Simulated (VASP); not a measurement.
# BN in VASP: a series of runs, part 2 of 2

VASP 6.6.1. The steps go on from the part before.

### Step 3. Single point, PBE (strain +4.0%)

Contents of INCAR:

```
SYSTEM = BN
ALGO = Normal
EDIFF = 1E-7
ENCUT = 520
GGA = PE
ISIF = 2
ISMEAR = 0
LASPH = .True.
LCHARG = .True.
LELF = .True.
LREAL = .False.
LVHAR = .True.
LWAVE = .False.
NBANDS = 11
NELM = 60
PREC = Accurate
SIGMA = 0.01
```

Contents of KPOINTS:

```
k-points
0
Gamma
  6 6 6
  0 0 0
```

Contents of POSCAR:

```
BN
1.0
    0.0000000000      1.8770184676      1.8770184676
    1.8770184676      0.0000000000      1.8770184676
    1.8770184676      1.8770184676      0.0000000000
B N
1 1
Direct
    0.0000000000      0.0000000000      0.0000000000
    0.2500000000      0.2500000000      0.2500000000
```

Potentials or basis: VASP PAW PBE potentials, release 64 (B, N).

Command:

```console
cat potpaw_PBE.64/B/POTCAR potpaw_PBE.64/N/POTCAR > POTCAR
mpirun -np 1 vasp_std > vasp.out
```

OUTCAR:

```text
SYSTEM = BN
   EDIFF = 1E-7
   ENCUT = 520
   GGA = PE
   ISIF = 2
   ISMEAR = 0
   LASPH = .True.
   LREAL = .False.
   NELM = 60
   PREC = Accurate

 ion  position               nearest neighbor table
   1  0.000  0.000  0.000-   2 1.63   2 1.63   2 1.63   2 1.63
   2  0.250  0.250  0.250-   1 1.63   1 1.63   1 1.63   1 1.63

  LATTYP: Found a face centered cubic cell.
 ALAT       =     3.7540369352

  Lattice vectors:

 A1 = (   0.0000000000,   1.8770184676,   1.8770184676)
 A2 = (   1.8770184676,   0.0000000000,   1.8770184676)
 A3 = (   1.8770184676,   1.8770184676,   0.0000000000)

Analysis of symmetry for initial positions (statically):
=====================================================================
 Subroutine PRICEL returns:
 Original cell was already a primitive cell.

 Routine SETGRP: Setting up the symmetry group for a
 face centered cubic supercell.

 Subroutine GETGRP returns: Found 24 space group operations
 (whereof 24 operations were pure point group operations)
 out of a pool of 48 trial point group operations.

The static configuration has the point symmetry T_d .

Analysis of symmetry for dynamics (positions and initial velocities):
=====================================================================
 Subroutine PRICEL returns:
 Original cell was already a primitive cell.

 Routine SETGRP: Setting up the symmetry group for a
 face centered cubic supercell.

 Subroutine GETGRP returns: Found 24 space group operations
 (whereof 24 operations were pure point group operations)
 out of a pool of 48 trial point group operations.

The dynamic configuration has the point symmetry T_d .

 Subroutine INISYM returns: Found 24 space group operations
 (whereof 24 operations are pure point group operations),
 and found     1 'primitive' translations

----------------------------------------------------------------------------------------

                                     Primitive cell

  volume of cell :      13.2262

  direct lattice vectors                    reciprocal lattice vectors
     0.000000000  1.877018468  1.877018468    -0.266379904  0.266379904  0.266379904
     1.877018468  0.000000000  1.877018468     0.266379904 -0.266379904  0.266379904
     1.877018468  1.877018468  0.000000000     0.266379904  0.266379904 -0.266379904

  length of vectors
     2.654504974  2.654504974  2.654504974     0.461383529  0.461383529  0.461383529

  position of ions in fractional coordinates (direct lattice)
     0.000000000  0.000000000  0.000000000
     0.250000000  0.250000000  0.250000000

  ion indices of the primitive-cell ions
   primitive index   ion index
                 1           1
                 2           2

----------------------------------------------------------------------------------------

 KPOINTS: k-points

Automatic generation of k-mesh.
 Grid dimensions read from file:
 generate k-points for:    6    6    6

 Generating k-lattice:

  Cartesian coordinates                     Fractional coordinates (reciprocal lattice)
    -0.044396651  0.044396651  0.044396651     0.166666667  0.000000000  0.000000000
     0.044396651 -0.044396651  0.044396651     0.000000000  0.166666667  0.000000000
     0.044396651  0.044396651 -0.044396651     0.000000000  0.000000000  0.166666667

  Length of vectors
     0.076897255  0.076897255  0.076897255

  Shift w.r.t. Gamma in fractional coordinates (k-lattice)
     0.000000000  0.000000000  0.000000000

 Subroutine IBZKPT returns following result:
 ===========================================

 Found     16 irreducible k-points:

 Following reciprocal coordinates:
            Coordinates               Weight
  0.000000  0.000000  0.000000      1.000000
  0.166667  0.000000  0.000000      8.000000
  0.333333  0.000000  0.000000      8.000000
  0.500000  0.000000  0.000000      4.000000
  0.166667  0.166667  0.000000      6.000000
  0.333333  0.166667  0.000000     24.000000
[... 8 lines left out ...]
 -0.333333  0.333333  0.166667     24.000000
 -0.333333  0.500000  0.166667     12.000000
   k-points           NKPTS =     16   k-points in BZ     NKDIM =     16   number of bands    NBANDS=     11
   number of dos      NEDOS =    301   number of ions     NIONS =      2
   total plane-waves  NPLWV =   8000
   dimension x,y,z NGX =    20 NGY =   20 NGZ =   20
   dimension x,y,z NGXF=    40 NGYF=   40 NGZF=   40
   ions per type =               1   1
   NGX,Y,Z   is equivalent  to a cutoff of  12.53, 12.53, 12.53 a.u.
   NGXF,Y,Z  is equivalent  to a cutoff of  25.05, 25.05, 25.05 a.u.
 SYSTEM =  BN
   PREC   = accura    normal or accurate (medium, high low for compatibility)
   ISTART =      0    job   : 0-new  1-cont  2-samecut
   ICHARG =      2    charge: 1-file 2-atom 10-const
   ISPIN  =      1    spin polarized calculation?
   LNONCOLLINEAR =      F non collinear calculations
   LSORBIT =      F    spin-orbit coupling
   LASPH  =      T    aspherical Exc in radial PAW
   ENCUT  =  520.0 eV  38.22 Ry    6.18 a.u.   4.94  4.94  4.94*2*pi/ulx,y,z
   NELM   =     60;   NELMIN=  2; NELMDL= -5     # of ELM steps
   EDIFF  = 0.1E-06   stopping-criterion for ELM
   LREAL  =      F    real-space projection
   EDIFFG = 0.1E-05   stopping-criterion for IOM
   NSW    =      0    number of steps for IOM
   IBRION =     -1    ionic relax: 0-MD 1-quasi-New 2-CG
   NFREE  =      0    steps in history (QN), initial steepest desc. (CG)
   ISIF   =      2    stress and relaxation
   ISYM   =      2    0-nonsym 1-usesym 2-fastsym
   POTIM  = 0.5000    time-step for ionic-motion
   TEBEG  =    0.0;   TEEND  =   0.0 temperature during run
   PSTRESS=    0.0 pullay stress
   NELECT =       8.0000    total number of electrons
   NUPDOWN=      -1.0000    fix difference up-down
   EMIN   =  10.00;   EMAX   =-10.00  energy-range for DOS
   EFERMI =   0.00;   METHOD = LEGACY
   ISMEAR =     0;   SIGMA  =   0.01  broadening in eV -4-tet -1-fermi 0-gaus
   EFERMI_NEDOS =   21; number of points for ismear=-14 and -15
   IALGO  =     38    algorithm
   IMIX   =      4    mixing-type and parameters
     AMIX     =   0.40;   BMIX     =  1.00
     AMIX_MAG =   1.60;   BMIX_MAG =  1.00
  volume/ion in A,a.u.               =       6.61        44.63
  Fermi-wavevector in a.u.,A,eV,Ry     =   1.384500  2.616326 26.080194  1.916840
  Thomas-Fermi vector in A             =   2.508998
   LORBIT       =      0    0 simple, 1 ext, 2 COOP (PROOUT), +10 PAW based schemes
   GGA     = PE    functional components
   LHFCALC =     F    Hartree Fock is set to
   AEXX    =    0.0000 exact exchange contribution
   IVDW    =     0    specifies the selected vdW correction
   LEPSILON=     F    determine dielectric tensor
   LRPA    =     F    only Hartree local field effects (RPA)
 non-spin polarized calculation
 Gauss-broadening in eV      SIGMA  =   0.01
  energy-cutoff  :      520.00
  volume of cell :       13.23
 maximum number of plane-waves:       366
   NGX =  9   NGY =  9   NGZ =  9

 number of electron       8.0000002 magnetization

 Free energy of the ion-electron system (eV)
  ---------------------------------------------------
  ext. energy  EPLUGINS =         0.00000000
  ---------------------------------------------------
  free energy    TOTEN  =       -17.30623060 eV

  energy without entropy =      -17.30623060  energy(sigma->0) =      -17.30623060

 E-fermi :   6.1377     XC(G=0): -12.2706

 val. band max:        6.0739918335   @ k =   0.0000   0.0000   0.0000
 cond. band min:      10.4025188231   @ k =   0.5000   0.5000   0.0000
 fundamental gap:      4.3285269896
 Fermi energy:         6.1376752229

 k-point     1 :       0.0000    0.0000    0.0000
  band No.  band energies     occupation
      1     -12.9276      2.00000
      2       6.0740      2.00000
      3       6.0740      2.00000
      4       6.0740      2.00000
      5      14.3547      0.00000
      6      14.3547      0.00000
      7      14.3547      0.00000
      8      14.6429      0.00000
      9      28.7667      0.00000
     10      32.4989      0.00000
     11      32.4989      0.00000
[... 197 lines left out ...]
 k-point    16 :      -0.3333    0.5000    0.1667
  band No.  band energies     occupation
      1      -7.8422      2.00000
      2      -1.4976      2.00000
      3       0.5262      2.00000
      4       0.6242      2.00000
      5      13.4267      0.00000
      6      17.1475      0.00000
      7      19.7512      0.00000
      8      21.3621      0.00000
      9      24.0396      0.00000
     10      29.9341      0.00000
     11      34.5366      0.00000

------------------------ aborting loop because EDIFF is reached ----------------------------------------

  FORCE on cell =-STRESS in cart. coord.  units (eV):
  Direction    XX          YY          ZZ          XY          YZ          ZX
  --------------------------------------------------------------------------------------
  -------------------------------------------------------------------------------------
  Total       -2.6545152     -2.6545152     -2.6545152      0.0000000      0.0000000     -0.0000000
  in kB     -321.5586216   -321.5586216   -321.5586216      0.0000000      0.0000000     -0.0000000
  external PRESSURE =    -321.5586216 kB  Pullay stress =       0.0000000 kB

 VOLUME and BASIS-vectors are now :
 -----------------------------------------------------------------------------
  energy-cutoff  :      520.00
  volume of cell :       13.23
      direct lattice vectors                 reciprocal lattice vectors
     0.000000000  1.877018468  1.877018468    -0.266379904  0.266379904  0.266379904
     1.877018468  0.000000000  1.877018468     0.266379904 -0.266379904  0.266379904
     1.877018468  1.877018468  0.000000000     0.266379904  0.266379904 -0.266379904

 POSITION                                       TOTAL-FORCE (eV/Angst)
 -----------------------------------------------------------------------------------
      0.00000      0.00000      0.00000         0.000000      0.000000     -0.000000
      0.93851      0.93851      0.93851        -0.000000     -0.000000      0.000000
 -----------------------------------------------------------------------------------
    total drift:                               -0.000000     -0.000000     -0.000000

  FREE ENERGIE OF THE ION-ELECTRON SYSTEM (eV)
  ---------------------------------------------------
  free  energy   TOTEN  =       -17.3062305952 eV

  energy  without entropy=      -17.3062305952  energy(sigma->0) =      -17.30623060
```

Wall time 5.8 s (1 thread of Intel Xeon 8259CL, shared host); peak memory 0.12 GiB.

Results:

```yaml
Free_energy: -17.3062 eV
Pressure: -32.2 GPa
Band_gap_on_the_k_mesh: 4.33 eV, indirect (least direct gap 8.28 eV)
```

Levels at points of the mesh, in eV from the valence-band top:
| k point | band 1 | band 2 | band 3 | band 4 | band 5 | band 6 | band 7 | band 8 | band 9 |
| --- | --- | --- | --- | --- | --- | --- | --- | --- | --- |
| (0.00, 0.00, 0.00) | -19.00 | 0.00 | 0.00 | 0.00 | 8.28 | 8.28 | 8.28 | 8.57 | 22.69 |
| (0.50, 0.00, 0.00) | -15.30 | -9.70 | -1.74 | -1.74 | 8.71 | 10.08 | 10.08 | 14.10 | 21.93 |
| (0.50, 0.50, 0.00) | -14.09 | -8.22 | -4.37 | -4.37 | 4.33 | 8.58 | 16.24 | 16.24 | 18.98 |

Caveat: the k points lie up to 0.48 Å⁻¹ apart; the cell differs from its parent crystal (strain +4.0%). A k mesh can miss the band edges.

### Step 4. Single point, PBE (epitaxial xy strain +2.0%)

Contents of INCAR:

```
PREC = Accurate
ENCUT = 520
EDIFF = 1E-7
ISMEAR = 0
SIGMA = 0.01
LREAL = F
LASPH = T
NELM = 80
ALGO = Normal
ISIF = 2
LWAVE = F
LCHARG = T
GGA = PE
LELF = T
LVHAR = T
NBANDS = 11
```

Contents of KPOINTS:

```
regular mesh
0
Gamma
  6 6 6
```

Contents of POSCAR:

```
BN
1.0
    0.0000000000      1.8409219587      1.7893037172
    1.8409219587      0.0000000000      1.7893037172
    1.8409219587      1.8409219587      0.0000000000
B N
1 1
Direct
    0.0000000000      0.0000000000      0.0000000000
    0.2500000000      0.2500000000      0.2500000000
```

Command:

```console
cat potpaw_PBE.64/B/POTCAR potpaw_PBE.64/N/POTCAR > POTCAR
mpirun -np 1 vasp_std > vasp.out
```

Wall time 7.3 s (1 thread of Intel Xeon 8259CL, shared host); peak memory 0.12 GiB.

The run converged. Its results:

```
Free energy            : -17.4312 eV
Pressure               : -6.4 GPa
Band gap on the k mesh : 3.94 eV, indirect (least direct gap 8.39 eV)
```

Stress tensor (GPa, compression positive):
```
-11.89   0.00   0.00
  0.00 -11.89   0.00
  0.00   0.00   4.49
```

Levels at points of the mesh, in eV from the valence-band top:
| k point | band 1 | band 2 | band 3 | band 4 | band 5 | band 6 | band 7 | band 8 | band 9 |
| --- | --- | --- | --- | --- | --- | --- | --- | --- | --- |
| (0.00, 0.00, 0.00) | -20.11 | -0.26 | -0.26 | 0.00 | 8.39 | 8.59 | 8.59 | 9.74 | 24.08 |
| (0.50, 0.00, 0.00) | -16.01 | -10.62 | -2.27 | -1.86 | 9.41 | 10.23 | 10.74 | 14.81 | 22.88 |
| (0.50, 0.50, 0.00) | -14.48 | -8.65 | -5.20 | -5.20 | 3.94 | 8.46 | 17.38 | 17.38 | 20.54 |
| (0.50, 0.00, 0.50) | -14.79 | -9.06 | -4.82 | -4.82 | 4.42 | 9.13 | 17.08 | 17.49 | 19.96 |

Caveat: the k points lie up to 0.50 Å⁻¹ apart; the cell differs from its parent crystal (epitaxial xy strain +2.0%). A k mesh can miss the band edges.

### Step 5. Single point, PBE (uniaxial z strain +0.5%)

Contents of INCAR:

```
SYSTEM = BN
PREC = Accurate
ENCUT = 520
EDIFF = 1E-7
ISMEAR = 0
SIGMA = 0.01
LREAL = .False.
LASPH = .True.
NELM = 60
ALGO = Normal
ISIF = 2
LWAVE = .False.
LCHARG = .False.
GGA = PE
NBANDS = 11
```

Contents of KPOINTS:

```
Automatic mesh
0
Gamma
  6 6 6
  0 0 0
```

Contents of POSCAR:

```
BN
1.0
    0.0000000000      1.8048254497      1.8138495769
    1.8048254497      0.0000000000      1.8138495769
    1.8048254497      1.8048254497      0.0000000000
B N
1 1
Direct
    0.0000000000      0.0000000000      0.0000000000
    0.2500000000      0.2500000000      0.2500000000
```

Command:

```console
cat potpaw_PBE.64/B/POTCAR potpaw_PBE.64/N/POTCAR > POTCAR
mpirun -np 1 vasp_std > vasp.out
```

Wall time 6.8 s (1 thread of Intel Xeon 8259CL, shared host); peak memory 0.12 GiB.

Results (log left out):

- Free energy: -17.4456 eV
- Pressure: 3.1 GPa
- Band gap on the k mesh: 4.41 eV, indirect (least direct gap 8.79 eV)

Stress tensor (GPa, compression positive):
```
4.15 0.00 0.00
0.00 4.15 0.00
0.00 0.00 1.06
```

Levels at points of the mesh, in eV from the valence-band top:
```
           k point  band 1  band 2  band 3  band 4  band 5  band 6  band 7  band 8
(0.00, 0.00, 0.00)  -20.24   -0.05    0.00    0.00    8.79    8.79    8.82   10.32
(0.50, 0.00, 0.00)  -16.03  -10.70   -1.99   -1.92   10.11   10.67   10.71   15.23
(0.50, 0.50, 0.00)  -14.70   -8.98   -4.87   -4.87    4.50    9.29   17.88   17.88
(0.50, 0.00, 0.50)  -14.64   -8.91   -4.94   -4.94    4.41    9.17   17.86   17.93
```

Caveat: the k points lie up to 0.50 Å⁻¹ apart; the cell differs from its parent crystal (uniaxial z strain +0.5%). A k mesh can miss the band edges.

### Step 6. Single point, PBE (uniaxial x strain +4.0%)

Contents of INCAR:

```
SYSTEM = BN
ALGO = Normal
EDIFF = 1E-7
ENCUT = 520
GGA = PE
ISIF = 2
ISMEAR = 0
LASPH = .TRUE.
LCHARG = .FALSE.
LREAL = .FALSE.
LWAVE = .FALSE.
NBANDS = 11
NELM = 60
PREC = Accurate
SIGMA = 0.01
```

Contents of KPOINTS:

```
k-points
0
G
  6 6 6
  0 0 0
```

Contents of POSCAR:

```
BN
1.0
    0.0000000000      1.8048254497      1.8048254497
    1.8770184676      0.0000000000      1.8048254497
    1.8770184676      1.8048254497      0.0000000000
B N
1 1
Direct
    0.0000000000      0.0000000000      0.0000000000
    0.2500000000      0.2500000000      0.2500000000
```

Potentials or basis: VASP PAW PBE potentials, release 64 (B, N).

Command:

```console
cat potpaw_PBE.64/B/POTCAR potpaw_PBE.64/N/POTCAR > POTCAR
mpirun -np 1 vasp_std > vasp.out
```

Run time: 6.9 s. Hardware: 1 thread of Intel Xeon 8259CL, shared host; peak memory 0.12 GiB.

The run converged. Its results:

| Property | Result |
| --- | --- |
| Free energy | -17.4142 eV |
| Pressure | -9.3 GPa |
| Band gap on the k mesh | 4.08 eV, indirect (least direct gap 8.44 eV) |

Stress tensor (GPa, compression positive):
```
-25.67   0.00   0.00
  0.00  -1.08   0.00
  0.00   0.00  -1.08
```

Levels at points of the mesh, in eV from the valence-band top:
```
           k point  band 2  band 3  band 4  band 5  band 6  band 7
(0.00, 0.00, 0.00)   -0.40    0.00    0.00    8.44    8.44    8.72
(0.50, 0.00, 0.00)  -10.51   -2.31   -1.71    9.13   10.58   10.60
(0.50, 0.50, 0.00)   -8.64   -5.03   -5.03    4.08    8.61   16.94
(0.00, 0.50, 0.50)   -9.19   -4.52   -4.52    4.73    9.50   17.17
```

Caveat: the k points lie up to 0.50 Å⁻¹ apart; the cell differs from its parent crystal (uniaxial x strain +4.0%).

### Step 7. Overview

| cell | gap on the mesh (eV) | pressure (GPa) |
| --- | --- | --- |
| a = 2.552 Å, angles 60.0°, 2 atoms | 4.46 | 5.1 |
| a = 2.655 Å, angles 60.0°, 2 atoms | 4.33 | -32.2 |
| a = 2.567, b = 2.567, c = 2.603 Å, angles 59.5, 59.5, 60.9°, 2 atoms | 3.94 | -6.4 |
| a = 2.559, b = 2.559, c = 2.552 Å, angles 60.1, 60.1, 59.8°, 2 atoms | 4.41 | 3.1 |
| a = 2.552, b = 2.604, c = 2.604 Å, angles 58.7, 60.7, 60.7°, 2 atoms | 4.08 | -9.3 |

Alike in all rows: task single point; level PBE; potentials or basis VASP PAW PBE potentials, release 64 (B, N); no spin polarisation; k mesh 6 × 6 × 6; cutoff (eV) 520; smearing gaussian 0.01 eV.

Caveats: all runs use coarse meshes.

Total energies depend on the potentials used, so only differences within one code and one set of settings carry meaning.
